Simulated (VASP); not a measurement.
Wanted: the native input for a VASP 6.6.1 run.

```yaml
Task: single point
Functional: PBEsol
Potentials_or_basis: VASP PAW PBE potentials, release 64 (B, N)
Cutoff: 600 eV
k_mesh: 10 × 10 × 10
Occupations: gaussian, width 0.01 eV
Spin: no spin polarisation
Dipole_correction: no
Further_INCAR_settings: ALGO = Normal; EDIFF = 1e-06; NBANDS = 11
```

The structure of BN (e600) lies in POSCAR:

```
BN
1.0
    0.0000000000      1.8025733205      1.8025733205
    1.8025733205      0.0000000000      1.8025733205
    1.8025733205      1.8025733205      0.0000000000
B N
1 1
Direct
    0.0000000000      0.0000000000      0.0000000000
    0.2500000000      0.2500000000      0.2500000000
```

One way to write it, as run:

INCAR

```
SYSTEM = BN
  PREC = Accurate
  ENCUT = 600
  EDIFF = 1E-6
  ISMEAR = 0
  SIGMA = 0.01
  LREAL = .False.
  LASPH = .True.
  NELM = 120
  ALGO = Normal
  ISIF = 2
  LWAVE = .False.
  LCHARG = .False.
  GGA = PS
  NBANDS = 11
  GGA_COMPAT = .False.
```

KPOINTS

```
Automatic mesh
0
Gamma
  10 10 10
  0 0 0
```

Potentials or basis: VASP PAW PBE potentials, release 64 (B, N).

The run is started by

```bash
$ cat potpaw_PBE.64/B/POTCAR potpaw_PBE.64/N/POTCAR > POTCAR
$ mpirun -np 1 vasp_std > vasp.out
```

It gave:

```json
{"Pressure": "0.5 GPa", "Band gap on the k mesh": "4.29 eV, indirect (least direct gap 8.80 eV)"}
```

Caveat: the PAW data sets were made with another functional, which shifts forces and pressure a little.

Run time: 6.7 s on 1 thread of Intel Xeon 8259CL (shared host), peak memory 0.12 GiB.
